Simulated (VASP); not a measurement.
The system is La3InB.

```
La In B
1.0
     5.32895    0.00000    0.00000
     0.00000    5.32895    0.00000
     0.00000    0.00000    5.32895
La In B
3 1 1
Direct
  0.50000 0.00000 0.50000
  0.00000 0.50000 0.50000
  0.50000 0.50000 0.00000
  0.00000 0.00000 0.00000
  0.50000 0.50000 0.50000
```

Base run:

| Property | Result |
| --- | --- |
| Program | VASP 6.6.1 |
| Functional | r2SCAN |
| Potentials or basis | VASP PAW PBE potentials, release 64 (La, In_d, B) |
| Cutoff | 520 eV |
| k mesh | 4 × 4 × 4, shifted |
| Occupations | fermi-dirac, width 0.3 eV |
| Spin | no spin polarisation |

Its results: pressure 1.0 GPa.

Problem. The run is repeated on the same cell with these changes: occupations from fermi-dirac, width 0.3 eV to fermi-dirac, width 0.05 eV. What comes out?

Solution. Pressure 0.6 GPa.

Caveats: the PAW data sets were made with another functional, which shifts forces and pressure a little.
